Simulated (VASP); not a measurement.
Set up this calculation in VASP 6.6.1, as the native input.

- Task: single point
- Functional: PBE
- Dispersion: D3(BJ)
- Potentials or basis: VASP PAW PBE potentials, release 64 (Sn_d, Se)
- Cutoff: 500 eV
- k mesh: 12 × 12 × 6
- Occupations: gaussian, width 0.03 eV
- Spin: no spin polarisation
- Dipole correction: no
- Further INCAR settings: ALGO = Normal; EDIFF = 1e-06; NBANDS = 20

The structure of SnSe2 lies in POSCAR:

```
SnSe2
1.0
    3.8498055303      0.0000000000      0.0000000000
   -1.9249027652      3.3340293889      0.0000000000
    0.0000000000      0.0000000000      5.0228412754
Sn Se
1 2
Direct
    0.0000000000      0.0000000000      0.0000000000
    0.3333333333      0.6666666667      0.2651331237
    0.6666666667      0.3333333333      0.7348668763
```

One way to write it, as run:

INCAR

```
  PREC = Accurate
  ENCUT = 500
  EDIFF = 1E-6
  ISMEAR = 0
  SIGMA = 0.03
  LREAL = False
  LASPH = True
  NELM = 120
  ALGO = Normal
  ISIF = 2
  LWAVE = False
  LCHARG = False
  GGA = PE
  IVDW = 12
  NBANDS = 20
  GGA_COMPAT = False
```

KPOINTS

```
Automatic mesh
0
Gamma
  12 12 6
```

Potentials or basis: VASP PAW PBE potentials, release 64 (Sn_d, Se).

The run is started by

```bash
$ cat potpaw_PBE.64/Sn_d/POTCAR potpaw_PBE.64/Se/POTCAR > POTCAR
$ mpirun -np 1 vasp_std > vasp.out
```

It gave:

```json
{"Pressure": "17.0 GPa", "Largest force": "2.287 eV/Å", "Band gap on the k mesh": "zero (bands 13 and 14 overlap by 0.23 eV)", "Dispersion energy per atom": "-0.436 eV"}
```

Caveat: the cell stands under pressure; semilocal functionals underestimate gaps, so a narrow gap can read as zero; spin-orbit coupling is left out, which moves the levels of the heavy elements; forces of over 1 eV/Å act on the atoms, so gaps and moduli don't describe the material at rest.

It took 2.4 min on 1 thread of Intel Xeon 8259CL, on a shared host, peak memory 0.27 GiB.
